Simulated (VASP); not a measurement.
# Rh (I4/mmm) in VASP: a series of runs, part 2 of 3

VASP 6.6.1.

## Step 3: Single point, LDA (14.64 Å³/atom)

INCAR reads:

```
  ALGO = Fast
  EDIFF = 1E-6
  ENCUT = 520
  GGA = CA
  ISIF = 2
  ISMEAR = 0
  LASPH = True
  LCHARG = False
  LREAL = False
  LWAVE = False
  NBANDS = 14
  NELM = 80
  PREC = Accurate
  SIGMA = 0.15
```

KPOINTS reads:

```
k-points
0
Gamma
  22 22 22
```

POSCAR reads:

```
Rh
1.0
    0.0000000000      1.8440969110      2.1520610952
    1.8440969110      0.0000000000      2.1520610952
    1.8440969110      1.8440969110      0.0000000000
Rh
1
Direct
    0.0000000000      0.0000000000      0.0000000000
```

Potentials or basis: VASP PAW LDA potentials, release 64 (Rh_pv).

Launch:

```
> cat potpaw_LDA.64/Rh_pv/POTCAR > POTCAR
> mpirun -np 1 vasp_std > vasp.out
```

OUTCAR:

```text
EDIFF = 1E-6
   ENCUT = 520
   GGA = CA
   ISIF = 2
   ISMEAR = 0
   LASPH = True
   LREAL = False
   NELM = 80
   PREC = Accurate

 ion  position               nearest neighbor table
   1  0.000  0.000  0.000-

  LATTYP: Found a body centered tetragonal cell.
 ALAT       =     2.6079468619
 C/A-ratio  =     1.6503872273

  Lattice vectors:

 A1 = (  -1.8440969110,   0.0000000000,   2.1520610952)
 A2 = (   1.8440969110,   0.0000000000,   2.1520610952)
 A3 = (   0.0000000000,   1.8440969110,  -2.1520610952)

Analysis of symmetry for initial positions (statically):
=====================================================================
 Subroutine PRICEL returns:
 Original cell was already a primitive cell.

 Routine SETGRP: Setting up the symmetry group for a
 body centered tetragonal supercell.

 Subroutine GETGRP returns: Found 16 space group operations
 (whereof 16 operations were pure point group operations)
 out of a pool of 16 trial point group operations.

The static configuration has the point symmetry D_4h.

Analysis of symmetry for dynamics (positions and initial velocities):
=====================================================================
 Subroutine PRICEL returns:
 Original cell was already a primitive cell.

 Routine SETGRP: Setting up the symmetry group for a
 body centered tetragonal supercell.

 Subroutine GETGRP returns: Found 16 space group operations
 (whereof 16 operations were pure point group operations)
 out of a pool of 16 trial point group operations.

The dynamic configuration has the point symmetry D_4h.

 Subroutine INISYM returns: Found 16 space group operations
 (whereof 16 operations are pure point group operations),
 and found     1 'primitive' translations

----------------------------------------------------------------------------------------

                                     Primitive cell

  volume of cell :      14.6370

  direct lattice vectors                    reciprocal lattice vectors
     0.000000000  1.844096911  2.152061095    -0.271135425  0.271135425  0.232335411
     1.844096911  0.000000000  2.152061095     0.271135425 -0.271135425  0.232335411
     1.844096911  1.844096911  0.000000000     0.271135425  0.271135425 -0.232335411

  length of vectors
     2.834088985  2.834088985  2.607946862     0.448339805  0.448339805  0.448339805

  position of ions in fractional coordinates (direct lattice)
     0.000000000  0.000000000  0.000000000

  ion indices of the primitive-cell ions
   primitive index   ion index
                 1           1

----------------------------------------------------------------------------------------

 KPOINTS: k-points

Automatic generation of k-mesh.
 Grid dimensions read from file:
 generate k-points for:   22   22   22

 Generating k-lattice:

  Cartesian coordinates                     Fractional coordinates (reciprocal lattice)
    -0.012324338  0.012324338  0.010560701     0.045454545 -0.000000000  0.000000000
     0.012324338 -0.012324338  0.010560701    -0.000000000  0.045454545  0.000000000
     0.012324338  0.012324338 -0.010560701     0.000000000  0.000000000  0.045454545

  Length of vectors
     0.020379082  0.020379082  0.020379082

  Shift w.r.t. Gamma in fractional coordinates (k-lattice)
     0.000000000  0.000000000  0.000000000

 Subroutine IBZKPT returns following result:
 ===========================================

 Found    834 irreducible k-points:

 Following reciprocal coordinates:
            Coordinates               Weight
  0.000000  0.000000  0.000000      1.000000
  0.045455 -0.000000  0.000000      8.000000
  0.090909 -0.000000  0.000000      8.000000
  0.136364 -0.000000  0.000000      8.000000
  0.181818 -0.000000  0.000000      8.000000
  0.227273 -0.000000  0.000000      8.000000
[... 16 lines left out ...]
  0.500000  0.045455  0.000000      8.000000
 -0.454545  0.045455  0.000000      8.000000
 [... further k-points ...]
   k-points           NKPTS =    834   k-points in BZ     NKDIM =    834   number of bands    NBANDS=     14
   number of dos      NEDOS =    301   number of ions     NIONS =      1
   total plane-waves  NPLWV =  11520
   dimension x,y,z NGX =    24 NGY =   24 NGZ =   20
   dimension x,y,z NGXF=    48 NGYF=   48 NGZF=   40
   ions per type =               1
   NGX,Y,Z   is equivalent  to a cutoff of  14.08, 14.08, 12.75 a.u.
   NGXF,Y,Z  is equivalent  to a cutoff of  28.16, 28.16, 25.50 a.u.
 SYSTEM =  unknown system
   PREC   = accura    normal or accurate (medium, high low for compatibility)
   ISTART =      0    job   : 0-new  1-cont  2-samecut
   ICHARG =      2    charge: 1-file 2-atom 10-const
   ISPIN  =      1    spin polarized calculation?
   LNONCOLLINEAR =      F non collinear calculations
   LSORBIT =      F    spin-orbit coupling
   LASPH  =      T    aspherical Exc in radial PAW
   ENCUT  =  520.0 eV  38.22 Ry    6.18 a.u.   5.27  5.27  4.85*2*pi/ulx,y,z
   NELM   =     80;   NELMIN=  2; NELMDL= -5     # of ELM steps
   EDIFF  = 0.1E-05   stopping-criterion for ELM
   LREAL  =      F    real-space projection
   EDIFFG = 0.1E-04   stopping-criterion for IOM
   NSW    =      0    number of steps for IOM
   IBRION =     -1    ionic relax: 0-MD 1-quasi-New 2-CG
   NFREE  =      0    steps in history (QN), initial steepest desc. (CG)
   ISIF   =      2    stress and relaxation
   ISYM   =      2    0-nonsym 1-usesym 2-fastsym
   POTIM  = 0.5000    time-step for ionic-motion
   TEBEG  =    0.0;   TEEND  =   0.0 temperature during run
   PSTRESS=    0.0 pullay stress
   NELECT =      15.0000    total number of electrons
   NUPDOWN=      -1.0000    fix difference up-down
   EMIN   =  10.00;   EMAX   =-10.00  energy-range for DOS
   EFERMI =   0.00;   METHOD = LEGACY
   ISMEAR =     0;   SIGMA  =   0.15  broadening in eV -4-tet -1-fermi 0-gaus
   EFERMI_NEDOS =   21; number of points for ismear=-14 and -15
   IALGO  =     68    algorithm
   IMIX   =      4    mixing-type and parameters
     AMIX     =   0.40;   BMIX     =  1.00
     AMIX_MAG =   1.60;   BMIX_MAG =  1.00
  volume/ion in A,a.u.               =      14.64        98.78
  Fermi-wavevector in a.u.,A,eV,Ry     =   1.650522  3.119034 37.065287  2.724222
  Thomas-Fermi vector in A             =   2.739457
   LORBIT       =      0    0 simple, 1 ext, 2 COOP (PROOUT), +10 PAW based schemes
   GGA     = CA    functional components
   LHFCALC =     F    Hartree Fock is set to
   AEXX    =    0.0000 exact exchange contribution
   IVDW    =     0    specifies the selected vdW correction
   LEPSILON=     F    determine dielectric tensor
   LRPA    =     F    only Hartree local field effects (RPA)
 non-spin polarized calculation
 RMM-DIIS sequential band-by-band and
 Gauss-broadening in eV      SIGMA  =   0.15
  energy-cutoff  :      520.00
  volume of cell :       14.64
 maximum number of plane-waves:       406
 NGX is ok and might be reduce to    24
   NGX = 11   NGY = 11   NGZ =  9

 number of electron      14.9999998 magnetization

 Free energy of the ion-electron system (eV)
  ---------------------------------------------------
  ext. energy  EPLUGINS =         0.00000000
  ---------------------------------------------------
  free energy    TOTEN  =        -8.43125071 eV

  energy without entropy =       -8.41174143  energy(sigma->0) =       -8.42149607

 E-fermi :  10.5660     XC(G=0): -13.9479

 val. band max:       10.5652015345   @ k =   0.3182   0.0909   0.1818
 cond. band min:      10.5677580448   @ k =   0.3636   0.0455   0.0000
 fundamental gap:      0.0025565103
 Fermi energy:        10.5660180756

 k-point     1 :       0.0000    0.0000    0.0000
  band No.  band energies     occupation
      1     -35.4679      2.00000
      2     -35.4130      2.00000
      3     -35.4130      2.00000
      4       3.0227      2.00000
      5       6.7314      2.00000
      6       8.4536      2.00000
      7       8.4536      2.00000
      8       8.6078      2.00000
      9      10.5766      0.92065
     10      26.9522      0.00000
     11      29.1169      0.00000
     12      31.1808      0.00000
     13      33.0036      0.00000
     14      33.0036      0.00000
[... 377 lines left out ...]
      1     -36.0723      2.00000
      2     -35.5904      2.00000
      3     -35.4300      2.00000
      4       5.0040      2.00000
      5       7.0033      2.00000
      6       8.5289      2.00000
      7      10.5306      1.26149
      8      10.7785      0.04511
      9      12.2383      0.00000
     10      18.8279      0.00000
     11      25.3543      0.00000
     12      30.5036      0.00000
     13      31.1828      0.00000
     14      32.9030      0.00000

 [... further k-points ...]

------------------------ aborting loop because EDIFF is reached ----------------------------------------

  FORCE on cell =-STRESS in cart. coord.  units (eV):
  Direction    XX          YY          ZZ          XY          YZ          ZX
  --------------------------------------------------------------------------------------
  -------------------------------------------------------------------------------------
  Total       -0.9852363     -0.9852363     -3.6485416      0.0000000      0.0000000     -0.0000000
  in kB     -107.8447230   -107.8447230   -399.3721791      0.0000000      0.0000000     -0.0000000
  external PRESSURE =    -205.0205417 kB  Pullay stress =       0.0000000 kB

 VOLUME and BASIS-vectors are now :
 -----------------------------------------------------------------------------
  energy-cutoff  :      520.00
  volume of cell :       14.64
      direct lattice vectors                 reciprocal lattice vectors
     0.000000000  1.844096911  2.152061095    -0.271135425  0.271135425  0.232335411
     1.844096911  0.000000000  2.152061095     0.271135425 -0.271135425  0.232335411
     1.844096911  1.844096911  0.000000000     0.271135425  0.271135425 -0.232335411

 POSITION                                       TOTAL-FORCE (eV/Angst)
 -----------------------------------------------------------------------------------
      0.00000      0.00000      0.00000         0.000000      0.000000      0.000000
 -----------------------------------------------------------------------------------
    total drift:                                0.000000      0.000000      0.000000

  FREE ENERGIE OF THE ION-ELECTRON SYSTEM (eV)
  ---------------------------------------------------
  free  energy   TOTEN  =        -8.4312507054 eV

  energy  without entropy=       -8.4117414306  energy(sigma->0) =       -8.42149607
```

stdout:

```text
POSCAR found type information on POSCAR Rh
 POSCAR found :  1 types and       1 ions
 scaLAPACK will be used
 LDA part: xc-table for (Slater(with rela. corr.)+CA(PZ))
 , standard interpolation
 POSCAR, INCAR and KPOINTS ok, starting setup
 FFT: planning ... GRIDC
 FFT: planning ... GRID_SOFT
 FFT: planning ... GRID
 WAVECAR not read
 entering main loop
```

Run time: 2.8 min. Hardware: 1 thread of Intel Xeon 8259CL, shared host; peak memory 0.26 GiB.

What came out:

```yaml
Free_energy: -8.4313 eV
Pressure: -20.5 GPa
Band_gap_on_the_k_mesh: zero (an odd number of electrons rules out a gap without spin polarisation)
```

Caveat: the stress differs along the axes, from -40 to -11 GPa.

(Continued in part 3 of 3.)
